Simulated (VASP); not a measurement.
A run of VASP 6.6.1 is set up as follows.

File INCAR:

```
SYSTEM = KCl
PREC = Accurate
ENCUT = 520
EDIFF = 1E-6
ISMEAR = 0
SIGMA = 0.05
LREAL = .False.
LASPH = .True.
NELM = 80
ALGO = Normal
ISIF = 2
LWAVE = .False.
LCHARG = .False.
GGA = PS
NBANDS = 24
```

File KPOINTS:

```
regular mesh
0
Gamma
  6 6 6
  0 0 0
```

POSCAR

```
KCl
1.0
    0.0000000000     -3.1207041401     -3.1207041401
   -3.1207041401      0.0000000000     -3.1207041401
    3.1207041401      3.1207041401     -6.2414082803
K Cl
2 2
Direct
    0.4219616284      0.6099319653      0.4967459532
    0.0975626522      0.8835599412     -0.0032540468
    0.7392331991      0.7535889336      0.7535889336
    0.2392331991      0.2535889336      0.2535889336
```

Potentials or basis: VASP PAW PBE potentials, release 64 (K_sv, Cl).

Command:

```bash
$ cat potpaw_PBE.64/K_sv/POTCAR potpaw_PBE.64/Cl/POTCAR > POTCAR
$ mpirun -np 1 vasp_std > vasp.out
```

(1) Predict the largest force.

(2) Predict the band gap on the k mesh.

## Answers

(1) 0.862 eV/Å.

(2) 5.10 eV.

Caveat: the cell differs from its parent crystal (atoms displaced along several vibrational modes); the PAW data sets were made with another functional, which shifts forces and pressure a little.
